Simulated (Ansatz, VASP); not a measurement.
**Cu2Os: VASP beside Ansatz**

```xyz
3
Lattice="-1.5633 1.5633 3.8350 1.5633 -1.5633 3.8350 1.5633 1.5633 -3.8350" Properties=species:S:1:pos:R:3 pbc="T T T"
Cu    0.0000    0.0000    5.1006
Cu    0.0000    0.0000    2.5695
Os    0.0000    0.0000    0.0000
```

Alike in both runs: task single point; functional PBE; k mesh 8 × 8 × 8; occupations gaussian, width 0.1 eV; no spin polarisation.

|  | VASP | Ansatz |
| --- | --- | --- |
| version | VASP 6.6.1 | Ansatz 0.2.0 |
| potentials or method | VASP PAW PBE potentials, release 64 (Cu, Os), cutoff 520 eV | scalar-relativistic, plane waves, PAW |
| valence electrons in the cell | 30 | 54 |

```tsv
	VASP	Ansatz	Ansatz less VASP
gap on the k mesh at the Fermi level (eV)	none	none	-
pressure (GPa)	9.4	8.7	-0.70
traceless stress, the component that is largest in VASP (GPa)	10.72	10.72	0.000
rms of the force components (eV/Å)	0.292	0.293	+0.0005
```

Atom by atom the forces differ by 0.000 eV/Å (rms over components). A gap of «none» marks a metal or a gap that the smearing closes. VASP's potentials hold 30 valence electrons a cell and Ansatz's 54, so a difference there can come from the potentials and not from the codes.

Neither program's run includes spin-orbit coupling.
